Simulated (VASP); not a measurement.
Wanted: the native input for a VASP 6.6.1 run.

```
Task                               : single point
Functional                         : PBE0
Potentials or basis                : VASP PAW PBE potentials, release 64 (In_d, Pd)
Cutoff                             : 520 eV
k mesh                             : 6 × 6 × 6
Occupations                        : fermi-dirac, width 0.05 eV
Spin                               : no spin polarisation
Dipole correction                  : no
Grid for exact exchange (PRECFOCK) : Normal
Further INCAR settings             : ALGO = Normal; EDIFF = 1e-06; NBANDS = 18
Share of exact exchange            : 0.25
```

InPd:

```xyz
2
Lattice="3.3361 0.0000 0.0000 0.0000 3.3361 0.0000 0.0000 0.0000 3.3361" Properties=species:S:1:pos:R:3 pbc="T T T"
In    0.0000    0.0000    0.0000
Pd    1.6680    1.6680    1.6680
```

These files were run (other wordings do the same):

POSCAR

```
InPd
1.0
    3.3360556752      0.0000000000      0.0000000000
    0.0000000000      3.3360556752      0.0000000000
    0.0000000000      0.0000000000      3.3360556752
In Pd
1 1
Direct
    0.0000000000      0.0000000000      0.0000000000
    0.5000000000      0.5000000000      0.5000000000
```

INCAR.step1

```
  PREC = Accurate
  ENCUT = 520
  EDIFF = 1E-5
  ISMEAR = -1
  SIGMA = 0.05
  LREAL = F
  LASPH = T
  NELM = 100
  ALGO = Normal
  ISIF = 2
  LWAVE = T
  LCHARG = F
  GGA = PE
  NBANDS = 18
```

INCAR.step2

```
  PREC = Accurate
  ENCUT = 520
  EDIFF = 1E-6
  ISMEAR = -1
  SIGMA = 0.05
  LREAL = F
  LASPH = T
  NELM = 100
  ALGO = Normal
  ISIF = 2
  LWAVE = F
  LCHARG = F
  GGA = PE
  LHFCALC = T
  AEXX = 0.25
  PRECFOCK = Normal
  ISTART = 1
  NBANDS = 18
```

KPOINTS

```
Automatic mesh
0
Gamma
  6 6 6
```

Potentials or basis: VASP PAW PBE potentials, release 64 (In_d, Pd).

The run is started by

```sh
$ cat potpaw_PBE.64/In_d/POTCAR potpaw_PBE.64/Pd/POTCAR > POTCAR
$ cp INCAR.step1 INCAR
$ mpirun -np 1 vasp_std > vasp.out
$ cp INCAR.step2 INCAR
$ mpirun -np 1 vasp_std > vasp.out
```

Results of the run:

| Property | Result |
| --- | --- |
| Pressure | -6.5 GPa |
| Band gap on the k mesh | zero (an odd number of electrons rules out a gap without spin polarisation) |

Caveat: the cell stands under tension; the PAW data sets were made with another functional, which shifts forces and pressure a little; spin-orbit coupling is left out, which moves the levels of the heavy elements.

It took 95 min on 1 thread of Intel Xeon 8259CL, on a shared host, peak memory 0.19 GiB.
